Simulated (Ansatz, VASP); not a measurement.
One calculation of BiB, two programs

INCAR

```
SYSTEM = BiB
ALGO = Normal
EDIFF = 1E-6
ENCUT = 520
GGA = PE
ISIF = 2
ISMEAR = -1
LASPH = .True.
LCHARG = .True.
LELF = .True.
LREAL = .False.
LVHAR = .True.
LWAVE = .False.
NBANDS = 16
NELM = 80
PREC = Accurate
SIGMA = 0.02
```

File KPOINTS:

```
k-points
0
Gamma
  8 8 8
  0 0 0
```

POSCAR

```
BiB
1.0
    0.0548974893      2.7448744634      2.7448744634
    2.7448744634      0.0548974893      2.7448744634
    2.7997719526      2.7997719526     -0.0000000001
B Bi
1 1
Direct
    0.0020686084      0.0020686084     -0.0020686084
    0.2479313916      0.2479313916      0.2520686084
```

Input for Ansatz:

```yaml
crystal:
  lattice:
    - [0.0548974893, 2.7448744634, 2.7448744634]
    - [2.7448744634, 0.0548974893, 2.7448744634]
    - [2.7997719526, 2.7997719526, -1.0e-10]
  atoms:
    - { symbol: B, position: [0.0020686084, 0.0020686084, -0.0020686084] }
    - { symbol: Bi, position: [0.2479313916, 0.2479313916, 0.2520686084] }
kpoints:
  mp_grid: { grid: [8, 8, 8] }
  band_path:
    path:
      - [0.0, 0.0, 0.0]
      - [-0.5, -0.5, 0.0]
      - [-0.375, -0.375, 0.25]
      - [-0.375, 0.0, 0.375]
      - [0.0, 0.0, 0.5]
      - [-0.5, -0.25, 0.25]
      - [0.0, 0.5, 0.0]
    npoints: 1
hamiltonian:
  xc: pbe
scf:
  occupations: { method: fermi_dirac, width: 0.02 }
  n_extra_bands: 4
output:
  forces: true
  stress: true
  eigenvalues: true
  write_density: true
  write_potential: true
  elf: true
  volumetric_format: npy
```

Change from the starting cell: shear_xy strain +4.0%.

Alike in both runs: task single point; functional PBE; k mesh 8 × 8 × 8; occupations fermi-dirac, width 0.02 eV; no spin polarisation.

|  | VASP | Ansatz |
| --- | --- | --- |
| version | VASP 6.6.1 | Ansatz 0.2.0 |
| potentials or method | VASP PAW PBE potentials, release 64 (B, Bi_d) | plane waves, PAW |
| plane-wave cutoff (eV) | 520 | 420 |
| valence electrons in the cell | 18 | 18 |

```csv
,VASP,Ansatz,Ansatz less VASP
pressure (GPa),1.3,1.4,+0.07
"traceless stress, the component that is largest in VASP (GPa)",-3.08,-3.09,-0.008
rms of the force components (eV/Å),0.010,0.010,+0.0006
```

Atom by atom the forces differ by 0.001 eV/Å (rms over components). With one functional, cell and mesh, what is left measures potentials, basis and numerics.

Neither program's run includes spin-orbit coupling.
